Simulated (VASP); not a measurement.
SnCl3: relaxation of cell and atoms with PBE

SnCl3:

```xyz
4
Lattice="3.2160 0.0000 0.0000 -1.6080 2.7852 0.0000 0.0000 0.0000 11.5538" Properties=species:S:1:pos:R:3 pbc="T T T"
Sn    0.0000    0.0000    5.7769
Cl    0.0000    0.0000    0.0000
Cl    0.0000    1.8568    8.7207
Cl    0.0000    1.8568    2.8331
```

The cell was built from a structure type or drawn by symmetry, and may not be a known phase.

```yaml
Program: VASP 6.6.1
Task: relaxation of cell and atoms
Functional: PBE
Potentials_or_basis: VASP PAW PBE potentials, release 64 (Sn_d, Cl)
Cutoff: 600 eV
k_mesh: 6 × 6 × 2
Occupations: gaussian, width 0.1 eV
Spin: no spin polarisation
Dipole_correction: no
Further_INCAR_settings: ALGO = Normal; EDIFF = 1e-07; IBRION = 2; EDIFFG = -0.04; NSW = 90; ISIF = 3
```

* Relaxed volume: 31.13 Å³/atom
* Relaxed cell: a = 3.967 Å, b = 3.967 Å, c = 9.134 Å, α = 90.00°, β = 90.00°, γ = 120.00°
* Space group after relaxing (to 0.1 Å): P-6m2 (No. 187)
* Pressure after relaxing: -0.1 GPa
* Largest force after relaxing: 0.034 eV/Å
* Band gap on the k mesh: zero (an odd number of electrons rules out a gap without spin polarisation)

Forces on the atoms (eV/Å):
```
Sn   0.000  0.000  0.000
Cl   0.000  0.000  0.000
Cl   0.000  0.000 -0.034
Cl   0.000  0.000  0.034
```

Final structure:
```yaml
crystal:
  lattice:
    - [3.96729, 0.00000, 0.00000]
    - [-1.98365, 3.43578, 0.00000]
    - [0.00000, 0.00000, 9.13405]
  atoms:
    - { symbol: Sn, position: [0.00000, 0.00000, 0.50000] }
    - { symbol: Cl, position: [0.00000, 0.00000, 0.00000] }
    - { symbol: Cl, position: [0.33333, 0.66667, 0.68805] }
    - { symbol: Cl, position: [0.33333, 0.66667, 0.31195] }
```

Levels at points of the mesh, in eV from the Fermi level:
```tsv
k point	band 16	band 17	band 18	band 19	band 20	band 21
(0.00, 0.00, 0.00)	-0.31	0.13	0.13	3.24	4.39	4.39
(0.50, 0.00, 0.00)	-0.40	-0.23	-0.10	2.39	4.35	4.46
(0.00, 0.00, 0.50)	0.12	0.13	0.13	3.05	4.40	4.40
(0.50, 0.00, 0.50)	-0.71	-0.20	-0.09	2.49	4.38	4.44
```

It took 11 min on 1 thread of Intel(R) Xeon(R) Platinum 8488C (Sapphire Rapids), with other jobs on the host, peak memory 0.29 GiB.

Caveat: the k points lie up to 0.34 Å⁻¹ apart in the final cell, too coarse for converged energies and pressures of a metal; the volume moved by over 15 % at a fixed basis, so the end points are rough; spin-orbit coupling is left out, which moves the levels of the heavy elements; an odd number of electrons without spin polarisation forces a metal; a magnetic or distorted state may lie lower.
